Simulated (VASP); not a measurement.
Input of a VASP 6.6.1 run:

File POSCAR:

```
CuO
1.0
    3.2172831276      0.0000000000      0.0000000000
    0.0000000000      3.2172831276      0.0000000000
    0.0000000000      0.0000000000      4.7107169375
Cu O
2 2
Direct
    0.0000000000      0.0000000000      0.0000000000
    0.5000000000      0.5000000000      0.0000000000
    0.5000000000      0.0000000000      0.2670000000
    0.0000000000      0.5000000000      0.7330000000
```

INCAR.step1

```
SYSTEM = CuO
ALGO = Normal
EDIFF = 1E-4
ENCUT = 520
GGA = PE
ISMEAR = -1
LASPH = .TRUE.
LCHARG = .FALSE.
LREAL = .FALSE.
LWAVE = .TRUE.
NBANDS = 25
NELM = 80
PREC = Accurate
SIGMA = 0.05
```

Contents of INCAR.step2:

```
SYSTEM = CuO
ALGO = Normal
EDIFF = 1E-7
ENCUT = 520
ISIF = 2
ISMEAR = -1
ISTART = 1
LASPH = .TRUE.
LCHARG = .TRUE.
LELF = .TRUE.
LMIXTAU = .TRUE.
LREAL = .FALSE.
LVHAR = .TRUE.
LWAVE = .FALSE.
METAGGA = R2SCAN
NBANDS = 25
NELM = 80
PREC = Accurate
SIGMA = 0.05
```

File KPOINTS:

```
k-points
0
G
  8 8 6
  0 0 0
```

Potentials or basis: VASP PAW PBE potentials, release 64 (Cu, O).

Launch:

```bash
$ cat potpaw_PBE.64/Cu/POTCAR potpaw_PBE.64/O/POTCAR > POTCAR
$ cp INCAR.step1 INCAR
$ mpirun -np 1 vasp_std > vasp.out
$ cp INCAR.step2 INCAR
$ mpirun -np 1 vasp_std > vasp.out
```

Q: Estimate the largest force.

A: 1.796 eV/Å.

Q: What does it give for the band gap on the k mesh?

A: Zero (bands 17 and 18 overlap by 0.92 eV).

Q: Estimate the pressure.

A: 4.8 GPa.

Stress tensor (GPa, compression positive):
```
 16.33   0.00   0.00
  0.00  16.33   0.00
  0.00   0.00 -18.20
```

Caveat: the stress differs along the axes, from -18 to 16 GPa; the PAW data sets were made with another functional, which shifts forces and pressure a little; semilocal functionals often make such compounds metallic where correlation or magnetic order opens a gap, which also shifts bond lengths. With open d or f shells a metallic result of r2SCAN can be an artefact of self-interaction; +U or a hybrid may open a gap.
